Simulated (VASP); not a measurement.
CdS, 4 atoms in the cell. Symmetry: P6_3mc, No. 186, hexagonal system. The conventional cell has a = 4.081 Å, b = 4.081 Å, c = 6.631 Å, α = 90.00°, β = 90.00°, γ = 120.00°. Within 3.3 Å of Cd (site symmetry 3m) lie 4 S at 2.49 to 2.50 Å. S (site symmetry 3m) has 4 Cd at 2.49 to 2.50 Å within 3.3 Å.  This cell differs from its parent crystal: strain -2.0%.

| Quantity | Value |
| --- | --- |
| Program | VASP 6.6.1 |
| Task | single point |
| Functional | PBE |
| Potentials or basis | VASP PAW PBE potentials, release 64 (Cd, S) |
| Cutoff | 520 eV |
| k mesh | 12 × 12 × 4 |
| Occupations | fermi-dirac, width 0.02 eV |
| Spin | no spin polarisation |
| Dipole correction | no |
| Further INCAR settings | ALGO = Normal; EDIFF = 1e-06; NBANDS = 26 |

Potentials or basis: VASP PAW PBE potentials, release 64 (Cd, S).

Run with:

```bash
$ cat potpaw_PBE.64/Cd/POTCAR potpaw_PBE.64/S/POTCAR > POTCAR
$ mpirun -np 1 vasp_std > vasp.out
```

Hardware: 1 thread of Intel Xeon 8259CL, on a shared host.

How long does it take, and how much memory?

Run time: 3.4 min on 1 thread of Intel Xeon 8259CL, with other jobs on the host, peak memory 0.27 GiB. Counts: scf iterations 14, k points 57.
